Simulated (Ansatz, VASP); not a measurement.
Be: VASP beside Ansatz

The input INCAR:

```
PREC = Accurate ; ENCUT = 600
EDIFF = 1E-6 ; ISMEAR = -1
SIGMA = 0.08 ; LREAL = F
LASPH = T ; NELM = 80
ALGO = Normal ; ISIF = 3
LWAVE = F ; LCHARG = F
GGA = PE ; IBRION = 2
NSW = 60 ; EDIFFG = -0.005
```

KPOINTS

```
regular mesh
0
Gamma
  20 20 20
```

The input POSCAR:

```
Be
1.0
   -1.9492775201      1.9492775201      1.0721026360
    1.9492775201     -1.9492775201      1.0721026360
    1.9492775201      1.9492775201     -1.0721026360
Be
2
Direct
   -0.3750000000     -0.1250000000     -0.2500000000
    0.3750000000      0.1250000000      0.2500000000
```

Input for Ansatz:

```yaml
crystal:
  lattice:
    - [-1.9492775201, 1.9492775201, 1.072102636]
    - [1.9492775201, -1.9492775201, 1.072102636]
    - [1.9492775201, 1.9492775201, -1.072102636]
  atoms:
    - { symbol: Be, position: [-0.375, -0.125, -0.25] }
    - { symbol: Be, position: [0.375, 0.125, 0.25] }
kpoints:
  mp_grid: { grid: [20, 20, 20] }
scf:
  occupations: { method: fermi_dirac, width: 0.08 }
hamiltonian:
  xc: pbe
  pseudopotentials: { kind: paw }
output:
  forces: true
  stress: true
relax:
  f_tol: 0.005
  max_steps: 40
  cell: {}
```

Alike in both runs: task relaxation of cell and atoms; functional PBE; k mesh 20 × 20 × 20; occupations fermi-dirac, width 0.08 eV; no spin polarisation.

|  | VASP | Ansatz |
| --- | --- | --- |
| version | VASP 6.6.1 | Ansatz 0.2.0 |
| potentials or method | VASP PAW PBE potentials, release 64 (Be) | PAW with Ansatz's default frozen-core files, scalar-relativistic |
| plane-wave cutoff (eV) | 600 | 420 |
| valence electrons in the cell | 4 | 4 |

```tsv
	VASP	Ansatz	Ansatz less VASP
relaxed volume (Å³/atom)	9.40	9.39	-0.006
relaxed length of the cell vector where the two differ most in proportion (Å)	3.165	3.164	-0.0004
```

Noted on VASP's run: the volume moved by over 15 % at a fixed basis, so the end points are rough.
